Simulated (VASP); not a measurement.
**MgO: single point with LDA**

MgO:

```
Mg O
1.0
     2.84988    0.00000    0.00000
    -1.42494    2.46807    0.00000
     0.00000    0.00000    2.71988
Mg O
1 1
Cartesian
  0.0000 0.0000 0.0000
  0.0000 1.6454 1.3599
```

This cell differs from its parent crystal: strain -0.030 along x and y, +0.015 along z.

```yaml
Program: VASP 6.6.1
Task: single point
Functional: LDA
Potentials_or_basis: VASP PAW LDA potentials, release 64 (Mg_sv, O)
Cutoff: 750 eV
k_mesh: 9 × 9 × 8
Occupations: gaussian, width 0.05 eV
Spin: no spin polarisation
```

```json
{"Pressure": "-4.3 GPa", "Band gap on the k mesh": "3.10 eV (least direct gap 3.55 eV)"}
```

Stress tensor (GPa, compression positive):
```
  3.96   0.00   0.00
  0.00   3.96   0.00
  0.00   0.00 -20.83
```

Levels at points of the mesh, in eV from the valence-band top:
```csv
k point,band 4,band 5,band 6,band 7,band 8,band 9,band 10,band 11,band 12,band 13
"(0.00, 0.00, 0.00)",-39.77,-17.43,-0.89,-0.44,-0.44,3.10,11.53,16.26,16.26,20.33
"(0.00, 0.00, 0.50)",-39.84,-16.32,-5.84,0.00,0.00,8.78,8.86,17.72,17.72,19.08
```

Wall time 13 s on 1 thread of Intel(R) Xeon(R) Platinum 8488C (Sapphire Rapids), on a shared host, peak memory 0.15 GiB.

Caveat: the cell differs from its parent crystal (strain -0.030 along x and y, +0.015 along z); the cell stands under tension; an odd mesh through Γ misses points on the zone boundary, where band edges can lie.
